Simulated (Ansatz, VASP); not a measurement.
# Two plane-wave programs on H

```
H
1.0
     8.00000    0.00000    0.00000
     0.00000    8.00000    0.00000
     0.00000    0.00000    8.00000
H
2
Direct
  0.50000 0.50000 0.40000
  0.50000 0.50000 0.60000
```

Alike in both runs: task single point; functional HSE06; k mesh 1 × 1 × 1; no spin polarisation.

```csv
,VASP,Ansatz
version,VASP 6.6.1,Ansatz 0.2.0
potentials or method,"VASP PAW PBE potentials, release 64 (H), cutoff 400 eV","scalar-relativistic, plane waves, PAW"
occupations,"gaussian, width 0.01 eV",fixed
valence electrons in the cell,2,2
```

Ansatz gave:

| Item | Value |
| --- | --- |
| gap on the k mesh at the Fermi level (eV) | 5.46 |
| rms of the force components (eV/Å) | 2.354 |

Question: Estimate VASP's values.

Answer: gap on the k mesh at the Fermi level (eV): 5.48; rms of the force components (eV/Å): 2.344.

Atom by atom the forces differ by 0.009 eV/Å (rms over components).
